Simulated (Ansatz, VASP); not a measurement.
Given: the input of a run of VASP 6.6.1 on Nb.

The input INCAR:

```
SYSTEM = Nb
PREC = Accurate ; ENCUT = 500
EDIFF = 1E-7 ; ISMEAR = -1
SIGMA = 0.05 ; LREAL = .FALSE.
LASPH = .TRUE. ; NELM = 120
ALGO = Normal ; ISIF = 3
LWAVE = .FALSE. ; LCHARG = .FALSE.
GGA = RE ; IBRION = 2
NSW = 60 ; EDIFFG = -0.01
GGA_COMPAT = .FALSE. ; NELMIN = 4
```

The input KPOINTS:

```
regular mesh
0
G
  11 11 11
  0 0 0
```

Contents of POSCAR:

```
Nb
1.0
   -1.6639500000      1.6639500000      1.6639500000
    1.6639500000     -1.6639500000      1.6639500000
    1.6639500000      1.6639500000     -1.6639500000
Nb
1
Direct
    0.0000000000      0.0000000000      0.0000000000
```

Potentials or basis: VASP PAW PBE potentials, release 64 (Nb_sv).

Run with:

```console
$ cat potpaw_PBE.64/Nb_sv/POTCAR > POTCAR
$ mpirun -np 1 vasp_std > vasp.out
```

Translate it to Ansatz 0.2.0. Potentials there: Ansatz PAW.

As run (the cutoff follows the program's own potentials):

The input input.yaml:

```yaml
crystal:
  lattice:
    - [-1.66395, 1.66395, 1.66395]
    - [1.66395, -1.66395, 1.66395]
    - [1.66395, 1.66395, -1.66395]
  atoms:
    - { symbol: Nb, position: [0.0, 0.0, 0.0] }
hamiltonian:
  xc: revpbe
  pseudopotentials: { kind: paw }
kpoints:
  mp_grid: { grid: [11, 11, 11] }
scf:
  occupations: { method: fermi_dirac, width: 0.05 }
output:
  forces: true
  stress: true
  eigenvalues: true
relax:
  f_tol: 0.01
  max_steps: 40
  cell: { stress_tol: 0.05 }
```

Potentials or basis: Ansatz PAW.

The run is started by

```bash
$ ansatz run input.yaml --threads 2 --pin off --max-ram 5632MiB --backend cpu --events-out ev --progress --plain --runs-dir out
```

Both were run:

|  | VASP | Ansatz | Ansatz less VASP |
| --- | --- | --- | --- |
| gap on the k mesh at the Fermi level, each at its own relaxed structure (eV) | none | none | - |
| relaxed volume (Å³/atom) | 18.39 | 18.43 | +0.039 |
| relaxed cell length with the largest relative difference (Å) | 2.880 | 2.882 | +0.0020 |

VASP's potentials were made for PBE, not for revPBE. A gap of «none» marks a metal or a gap that the smearing closes.

Noted on Ansatz's run: the plane-wave basis is chosen anew once the cell has moved, so the energies of steps on either side of that aren't comparable.
